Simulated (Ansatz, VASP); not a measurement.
**Two plane-wave programs on Sn**

```
Sn
1.0
     0.00000    3.32890    3.32890
     3.32890    0.00000    3.32890
     3.32890    3.32890    0.00000
Sn
2
Direct
  0.50000 0.50000 0.50000
  0.75000 0.75000 0.75000
```

Alike in both runs: task single point; functional PBE; k mesh 8 × 8 × 8; no spin polarisation.

|  | VASP | Ansatz |
| --- | --- | --- |
| version | VASP 6.6.1 | Ansatz 0.2.0 |
| potentials or method | VASP PAW PBE potentials, release 64 (Sn_d), cutoff 520 eV | plane waves (420 eV) with PAW, scalar-relativistic |
| occupations | methfessel-paxton of order 1, width 0.03 eV | cold, width 0.03 eV |
| valence electrons in the cell | 28 | 28 |

|  | VASP | Ansatz | Ansatz less VASP |
| --- | --- | --- | --- |
| pressure (GPa) | -0.1 | -0.1 | +0.05 |
